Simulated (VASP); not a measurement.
# Al2Au (Fm-3m) in VASP: further runs

The runs below take Al2Au through single point, relaxation of cell and atoms, with r2SCAN, PBE.

Program: VASP 6.6.1. These are calculated values, not measurements. Logs are shortened: lines on timing, memory, paths and dates and some standing lists are left out, and cuts for length are marked.

## (1) The cell of the first run

It takes space group Fm-3m (No. 225, cubic). The conventional cell has a = 6.129 Å, b = 6.129 Å, c = 6.129 Å, α = 90.00°, β = 90.00°, γ = 90.00°. Al (site symmetry -43m) has 4 Au at 2.65 Å and 6 Al at 3.06 Å within 3.5 Å. Au (site symmetry m-3m) has 8 Al at 2.65 Å within 3.5 Å.

## (2) Single point, r2SCAN

POSCAR

```
Al2Au
1.0
    0.0000000000      3.0642631400      3.0642631400
    3.0642631400      0.0000000000      3.0642631400
    3.0642631400      3.0642631400      0.0000000000
Al Au
2 1
Direct
    0.2500000000      0.2500000000      0.2500000000
    0.7500000000      0.7500000000      0.7500000000
    0.0000000000      0.0000000000      0.0000000000
```

INCAR.step1

```
SYSTEM = Al2Au
PREC = Accurate
ENCUT = 520
ISMEAR = -1
SIGMA = 0.1
LREAL = .False.
LASPH = .True.
NELM = 60
NBANDS = 16
GGA = PE
ALGO = Normal
EDIFF = 1E-4
LWAVE = .True.
LCHARG = .False.
```

INCAR.step2

```
SYSTEM = Al2Au
PREC = Accurate
ENCUT = 520
EDIFF = 1E-6
ISMEAR = -1
SIGMA = 0.1
LREAL = .False.
LASPH = .True.
NELM = 60
ALGO = Normal
ISIF = 2
LWAVE = .False.
LCHARG = .True.
METAGGA = R2SCAN
LMIXTAU = .True.
LELF = .True.
LVHAR = .True.
NBANDS = 16
ISTART = 1
```

KPOINTS

```
regular mesh
0
Gamma
  10 10 10
  0 0 0
```

Potentials or basis: VASP PAW PBE potentials, release 64 (Al, Au).

On the command line:

```sh
> cat potpaw_PBE.64/Al/POTCAR potpaw_PBE.64/Au/POTCAR > POTCAR
> cp INCAR.step1 INCAR
> mpirun -np 1 vasp_std > vasp.out
> cp INCAR.step2 INCAR
> mpirun -np 1 vasp_std > vasp.out
```

OUTCAR:

```text
SYSTEM = Al2Au
   PREC = Accurate
   ENCUT = 520
   EDIFF = 1E-6
   ISMEAR = -1
   LREAL = .False.
   LASPH = .True.
   NELM = 60
   ISIF = 2
   METAGGA = R2SCAN
   ISTART = 1

 ion  position               nearest neighbor table
   1  0.250  0.250  0.250-   3 2.65   3 2.65   3 2.65   3 2.65   2 3.06   2 3.06   2 3.06   2 3.06
                             2 3.06   2 3.06
   2  0.750  0.750  0.750-   3 2.65   3 2.65   3 2.65   3 2.65   1 3.06   1 3.06   1 3.06   1 3.06
                             1 3.06   1 3.06
   3  0.000  0.000  0.000-   2 2.65   2 2.65   2 2.65   1 2.65   2 2.65   1 2.65   1 2.65   1 2.65

  LATTYP: Found a face centered cubic cell.
 ALAT       =     6.1285262800

  Lattice vectors:

 A1 = (   0.0000000000,   3.0642631400,   3.0642631400)
 A2 = (   3.0642631400,   0.0000000000,   3.0642631400)
 A3 = (   3.0642631400,   3.0642631400,   0.0000000000)

Analysis of symmetry for initial positions (statically):
=====================================================================
 Subroutine PRICEL returns:
 Original cell was already a primitive cell.

 Routine SETGRP: Setting up the symmetry group for a
 face centered cubic supercell.

 Subroutine GETGRP returns: Found 48 space group operations
 (whereof 48 operations were pure point group operations)
 out of a pool of 48 trial point group operations.

The static configuration has the point symmetry O_h .

Analysis of symmetry for dynamics (positions and initial velocities):
=====================================================================
 Subroutine PRICEL returns:
 Original cell was already a primitive cell.

 Routine SETGRP: Setting up the symmetry group for a
 face centered cubic supercell.

 Subroutine GETGRP returns: Found 48 space group operations
 (whereof 48 operations were pure point group operations)
 out of a pool of 48 trial point group operations.

The dynamic configuration has the point symmetry O_h .

 Subroutine INISYM returns: Found 48 space group operations
 (whereof 48 operations are pure point group operations),
 and found     1 'primitive' translations

----------------------------------------------------------------------------------------

                                     Primitive cell

  volume of cell :      57.5451

  direct lattice vectors                    reciprocal lattice vectors
     0.000000000  3.064263140  3.064263140    -0.163171365  0.163171365  0.163171365
     3.064263140  0.000000000  3.064263140     0.163171365 -0.163171365  0.163171365
     3.064263140  3.064263140  0.000000000     0.163171365  0.163171365 -0.163171365

  length of vectors
     4.333522491  4.333522491  4.333522491     0.282621095  0.282621095  0.282621095

  position of ions in fractional coordinates (direct lattice)
     0.250000000  0.250000000  0.250000000
     0.750000000  0.750000000  0.750000000
     0.000000000  0.000000000  0.000000000

  ion indices of the primitive-cell ions
   primitive index   ion index
                 1           1
                 2           2
                 3           3

----------------------------------------------------------------------------------------

 KPOINTS: regular mesh

Automatic generation of k-mesh.
 Grid dimensions read from file:
 generate k-points for:   10   10   10

 Generating k-lattice:

  Cartesian coordinates                     Fractional coordinates (reciprocal lattice)
    -0.016317137  0.016317137  0.016317137     0.100000000  0.000000000  0.000000000
     0.016317137 -0.016317137  0.016317137     0.000000000  0.100000000  0.000000000
     0.016317137  0.016317137 -0.016317137     0.000000000  0.000000000  0.100000000

  Length of vectors
     0.028262109  0.028262109  0.028262109

  Shift w.r.t. Gamma in fractional coordinates (k-lattice)
     0.000000000  0.000000000  0.000000000

 Subroutine IBZKPT returns following result:
 ===========================================

 Found     47 irreducible k-points:

 Following reciprocal coordinates:
            Coordinates               Weight
  0.000000  0.000000  0.000000      1.000000
  0.100000  0.000000  0.000000      8.000000
  0.200000  0.000000  0.000000      8.000000
  0.300000  0.000000  0.000000      8.000000
  0.400000  0.000000  0.000000      8.000000
  0.500000  0.000000  0.000000      4.000000
[... 16 lines left out ...]
  0.300000  0.300000  0.000000      6.000000
  0.400000  0.300000  0.000000     24.000000
 [... further k-points ...]
   k-points           NKPTS =     47   k-points in BZ     NKDIM =     47   number of bands    NBANDS=     16
   number of dos      NEDOS =    301   number of ions     NIONS =      3
   total plane-waves  NPLWV =  32768
   dimension x,y,z NGX =    32 NGY =   32 NGZ =   32
   dimension x,y,z NGXF=    64 NGYF=   64 NGZF=   64
   ions per type =               2   1
   NGX,Y,Z   is equivalent  to a cutoff of  12.28, 12.28, 12.28 a.u.
   NGXF,Y,Z  is equivalent  to a cutoff of  24.55, 24.55, 24.55 a.u.
 SYSTEM =  Al2Au
   PREC   = accura    normal or accurate (medium, high low for compatibility)
   ISTART =      1    job   : 0-new  1-cont  2-samecut
   ICHARG =      0    charge: 1-file 2-atom 10-const
   ISPIN  =      1    spin polarized calculation?
   LNONCOLLINEAR =      F non collinear calculations
   LSORBIT =      F    spin-orbit coupling
   LASPH  =      T    aspherical Exc in radial PAW
   ENCUT  =  520.0 eV  38.22 Ry    6.18 a.u.   8.06  8.06  8.06*2*pi/ulx,y,z
   NELM   =     60;   NELMIN=  2; NELMDL=  0     # of ELM steps
   EDIFF  = 0.1E-05   stopping-criterion for ELM
   LREAL  =      F    real-space projection
   EDIFFG = 0.1E-04   stopping-criterion for IOM
   NSW    =      0    number of steps for IOM
   IBRION =     -1    ionic relax: 0-MD 1-quasi-New 2-CG
   NFREE  =      0    steps in history (QN), initial steepest desc. (CG)
   ISIF   =      2    stress and relaxation
   ISYM   =      2    0-nonsym 1-usesym 2-fastsym
   POTIM  = 0.5000    time-step for ionic-motion
   TEBEG  =    0.0;   TEEND  =   0.0 temperature during run
   PSTRESS=    0.0 pullay stress
   NELECT =      17.0000    total number of electrons
   NUPDOWN=      -1.0000    fix difference up-down
   EMIN   =  10.00;   EMAX   =-10.00  energy-range for DOS
   EFERMI =   0.00;   METHOD = LEGACY
   ISMEAR =    -1;   SIGMA  =   0.10  broadening in eV -4-tet -1-fermi 0-gaus
   EFERMI_NEDOS =   21; number of points for ismear=-14 and -15
   IALGO  =     38    algorithm
   IMIX   =      4    mixing-type and parameters
     AMIX     =   0.40;   BMIX     =  1.00
     AMIX_MAG =   1.60;   BMIX_MAG =  1.00
  volume/ion in A,a.u.               =      19.18       129.44
  Fermi-wavevector in a.u.,A,eV,Ry     =   1.090323  2.060411 16.174657  1.188804
  Thomas-Fermi vector in A             =   2.226545
   LORBIT       =      0    0 simple, 1 ext, 2 COOP (PROOUT), +10 PAW based schemes
   METAGGA = R2SCAN    functional components
   LHFCALC =     F    Hartree Fock is set to
   AEXX    =    0.0000 exact exchange contribution
   IVDW    =     0    specifies the selected vdW correction
   LEPSILON=     F    determine dielectric tensor
   LRPA    =     F    only Hartree local field effects (RPA)
 non-spin polarized calculation
  energy-cutoff  :      520.00
  volume of cell :       57.55
 maximum number of plane-waves:      1572
   NGX = 17   NGY = 17   NGZ = 17

 number of electron      16.9999999 magnetization

 Free energy of the ion-electron system (eV)
  ---------------------------------------------------
  ext. energy  EPLUGINS =         0.00000000
  ---------------------------------------------------
  free energy    TOTEN  =       -65.48650420 eV

  energy without entropy =      -65.45884210  energy(sigma->0) =      -65.47267315

 E-fermi :   6.9901     XC(G=0): -10.9793

 val. band max:        6.9355245234   @ k =  -0.2000   0.1000   0.0000
 cond. band min:       7.0361364427   @ k =   0.5000   0.1000   0.0000
 fundamental gap:      0.1006119193
 Fermi energy:         6.9900594528

 k-point     1 :       0.0000    0.0000    0.0000
  band No.  band energies     occupation
      1      -3.6331      2.00000
      2       0.4105      2.00000
      3       0.4105      2.00000
      4       0.4105      2.00000
      5       1.3444      2.00000
      6       1.3444      2.00000
[... 8 lines left out ...]
     15      13.0788      0.00000
     16      13.0788      0.00000

 k-point     2 :       0.1000    0.0000    0.0000
  band No.  band energies     occupation
      1      -3.5012      2.00000
      2       0.3685      2.00000
      3       0.4432      2.00000
      4       0.4432      2.00000
      5       1.3382      2.00000
      6       1.3382      2.00000
[... 8 lines left out ...]
     15      12.7438      0.00000
     16      12.8485      0.00000

 k-point     3 :       0.2000    0.0000    0.0000
  band No.  band energies     occupation
      1      -3.1161      2.00000
      2       0.2707      2.00000
      3       0.5230      2.00000
      4       0.5230      2.00000
      5       1.3350      2.00000
      6       1.3350      2.00000
[... 8 lines left out ...]
     15      12.9970      0.00000
     16      13.1924      0.00000

 k-point     4 :       0.3000    0.0000    0.0000
  band No.  band energies     occupation
      1      -2.5231      2.00000
      2       0.1944      2.00000
      3       0.6022      2.00000
      4       0.6022      2.00000
      5       1.3663      2.00000
      6       1.3663      2.00000
[... 8 lines left out ...]
     15      14.1511      0.00000
     16      14.2898      0.00000
[... 324 lines left out ...]
 k-point    22 :      -0.2000    0.2000    0.0000
  band No.  band energies     occupation
      1      -2.2999      2.00000
      2       0.1010      2.00000
      3       0.6527      2.00000
      4       0.6991      2.00000
      5       1.2352      2.00000
      6       1.4640      2.00000
[... 8 lines left out ...]
     15      14.5481      0.00000
     16      16.2067      0.00000

 k-point    23 :       0.3000    0.3000    0.0000
  band No.  band energies     occupation
      1      -2.0781      2.00000
      2      -0.0531      2.00000
      3       0.8506      2.00000
      4       0.8506      2.00000
      5       1.0138      2.00000
      6       1.5312      2.00000
[... 8 lines left out ...]
     15      15.1223      0.00000
     16      16.7505      0.00000

 k-point    24 :       0.4000    0.3000    0.0000
  band No.  band energies     occupation
      1      -1.4847      2.00000
      2      -0.1309      2.00000
      3       0.8057      2.00000
      4       0.9582      2.00000
      5       1.1495      2.00000
      6       1.5612      2.00000
[... 8 lines left out ...]
     15      16.3500      0.00000
     16      17.8224      0.00000

 [... further k-points ...]
[... 5 lines left out ...]
  --------------------------------------------------------------------------------------
  -------------------------------------------------------------------------------------
  Total       -2.2476733     -2.2476733     -2.2476733     -0.0000000     -0.0000000      0.0000000
  in kB      -62.5800058    -62.5800058    -62.5800058     -0.0000000     -0.0000000      0.0000000
  external PRESSURE =     -62.5800058 kB  Pullay stress =       0.0000000 kB

 VOLUME and BASIS-vectors are now :
 -----------------------------------------------------------------------------
  energy-cutoff  :      520.00
  volume of cell :       57.55
      direct lattice vectors                 reciprocal lattice vectors
     0.000000000  3.064263140  3.064263140    -0.163171365  0.163171365  0.163171365
     3.064263140  0.000000000  3.064263140     0.163171365 -0.163171365  0.163171365
     3.064263140  3.064263140  0.000000000     0.163171365  0.163171365 -0.163171365

 POSITION                                       TOTAL-FORCE (eV/Angst)
 -----------------------------------------------------------------------------------
      1.53213      1.53213      1.53213         0.000000     -0.000000     -0.000000
      4.59639      4.59639      4.59639        -0.000000      0.000000      0.000000
      0.00000      0.00000      0.00000         0.000000     -0.000000      0.000000
 -----------------------------------------------------------------------------------
    total drift:                                0.000000     -0.000000      0.000000

  FREE ENERGIE OF THE ION-ELECTRON SYSTEM (eV)
  ---------------------------------------------------
  free  energy   TOTEN  =       -65.4865041994 eV

  energy  without entropy=      -65.4588421049  energy(sigma->0) =      -65.47267315
```

Run time: 85 s. Hardware: 1 thread of Intel Xeon Platinum 8259CL at 2.50GHz (Skylake/Cascade Lake), shared host; peak memory 0.21 GiB.

What came out:

| Item | Value |
| --- | --- |
| Free energy | -65.4865 eV |
| Pressure | -6.3 GPa |

Caveat: the PAW data sets were made with another functional, which shifts forces and pressure a little; spin-orbit coupling is left out, which moves the levels of the heavy elements.

## (3) Relaxation of cell and atoms, PBE

This run uses another cell than the first one, of 18.00 Å³/atom, 0.938 times its volume.

INCAR

```
PREC = Accurate
ENCUT = 600
EDIFF = 1E-6
ISMEAR = -1
SIGMA = 0.1
LREAL = F
LASPH = T
NELM = 100
ALGO = Normal
ISIF = 3
LWAVE = F
LCHARG = F
GGA = PE
IBRION = 2
NSW = 80
EDIFFG = -0.01
```

KPOINTS

```
regular mesh
0
Gamma
  9 9 9
```

POSCAR

```
Al2Au
1.0
    0.0000000000      3.0000000000      3.0000000000
    3.0000000000      0.0000000000      3.0000000000
    3.0000000000      3.0000000000      0.0000000000
Al Au
2 1
Direct
    0.2500000000      0.2500000000      0.2500000000
    0.7500000000      0.7500000000      0.7500000000
    0.0000000000      0.0000000000      0.0000000000
```

Potentials or basis: VASP PAW PBE potentials, release 64 (Al, Au).

On the command line:

```sh
> cat potpaw_PBE.64/Al/POTCAR potpaw_PBE.64/Au/POTCAR > POTCAR
> mpirun -np 1 vasp_std > vasp.out
```

Wall time 61 s (1 thread of Intel Xeon 6975P-C, shared host); peak memory 0.22 GiB.

It converged, with:

| Item | Value |
| --- | --- |
| Free energy | -12.0369 eV |
| Relaxed volume | 18.52 Å³/atom |
| Relaxed cell | a = 4.283 Å, b = 4.283 Å, c = 4.283 Å, α = 60.00°, β = 60.00°, γ = 60.00° |
| Space group after relaxing (to 0.05 Å) | Fm-3m (No. 225) |
| Energy gained by relaxing | 5.0 meV/atom |
| Ionic steps | 3 |
| Pressure after relaxing | 0.0 GPa |

The path:
```
step  energy change (eV)  largest force (eV/Å)  pressure (GPa)  volume (Å³)
   1              0.0000                0.0000            3.21        54.00
   2             -0.0054                0.0000           -2.33        56.87
   3             -0.0151                0.0000            0.01        55.56
```

Final structure:
```yaml
crystal:
  lattice:
    - [0.00000, 3.02862, 3.02862]
    - [3.02862, 0.00000, 3.02862]
    - [3.02862, 3.02862, 0.00000]
  atoms:
    - { symbol: Al, position: [0.25000, 0.25000, 0.25000] }
    - { symbol: Al, position: [0.75000, 0.75000, 0.75000] }
    - { symbol: Au, position: [0.00000, 0.00000, 0.00000] }
```

Levels at points of the mesh, in eV from the Fermi level:
| k point | band 6 | band 7 | band 8 | band 9 | band 10 | band 11 | band 12 |
| --- | --- | --- | --- | --- | --- | --- | --- |
| (0.00, 0.00, 0.00) | -5.54 | 2.01 | 2.93 | 2.93 | 2.93 | 3.76 | 3.76 |

Caveat: spin-orbit coupling is left out, which moves the levels of the heavy elements. PBE usually gives volumes a little too large and moduli too small.
